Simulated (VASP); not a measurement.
Runs of VASP 6.6.1 on Bi. The structure is that of space group I4/mmm (No. 139), or close to it. The cells are those of the table. 

```csv
cell,gap on the mesh (eV),pressure (GPa)
"a = 6.177 Å, angles 93.2, 93.2, 152.6°, 1 atom",none,-0.3
"a = 6.183 Å, angles 93.2, 93.2, 152.5°, 1 atom",none,-0.4
"a = 6.181 Å, angles 93.2, 93.2, 152.5°, 1 atom",none,-0.4
"a = 6.150 Å, angles 93.2, 93.2, 152.6°, 1 atom",none,(a)
```

Alike in all rows: task single point; level LDA; potentials or basis VASP PAW LDA potentials, release 64 (Bi_d); no spin polarisation; k mesh 6 × 6 × 6; cutoff (eV) 520; smearing methfessel-paxton 0.1 eV.

Problem. Estimate the missing entries.

Solution. (a) -0.2.

Caveats: all runs use coarse meshes; spin-orbit coupling is left out, which moves the levels of the heavy elements.

A k mesh can miss the band edges, and the runs leave out spin-orbit coupling on Bi.

A gap of «none» marks levels without a gap at the run's occupations.
